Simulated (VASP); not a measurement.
Wanted: the native input for a VASP 6.6.1 run.

| Quantity | Value |
| --- | --- |
| Task | single point |
| Functional | PBEsol |
| Potentials or basis | VASP PAW PBE potentials, release 64 (C) |
| Cutoff | 600 eV |
| k mesh | 14 × 14 × 14 |
| Occupations | fermi-dirac, width 0.15 eV |
| Spin | no spin polarisation |
| Dipole correction | no |
| Further INCAR settings | ALGO = Normal; EDIFF = 1e-06; NBANDS = 11 |

The structure of C lies in POSCAR:

```
C
1.0
    1.2177086531      0.7030444223      3.3188839735
   -1.2177086531      0.7030444223      3.3188839735
    0.0000000000     -1.4060888348      3.3188839735
C
2
Direct
    0.8360000000      0.8360000000      0.8360000000
    0.1640000000      0.1640000000      0.1640000000
```

These files were run (other wordings do the same):

INCAR

```
PREC = Accurate ; ENCUT = 600
EDIFF = 1E-6 ; ISMEAR = -1
SIGMA = 0.15 ; LREAL = False
LASPH = True ; NELM = 120
ALGO = Normal ; ISIF = 2
LWAVE = False ; LCHARG = False
GGA = PS ; NBANDS = 11
GGA_COMPAT = False
```

KPOINTS

```
Automatic mesh
0
Gamma
  14 14 14
```

Potentials or basis: VASP PAW PBE potentials, release 64 (C).

The run is started by

```sh
$ cat potpaw_PBE.64/C/POTCAR > POTCAR
$ mpirun -np 1 vasp_std > vasp.out
```

Results of the run:

```
Pressure               : 9.0 GPa
Largest force          : 0.855 eV/Å
Band gap on the k mesh : 0.55 eV, direct
```

Caveat: the PAW data sets were made with another functional, which shifts forces and pressure a little.

Run time: 98 s on 1 thread of Intel Xeon 6975P-C (shared host), peak memory 0.19 GiB.
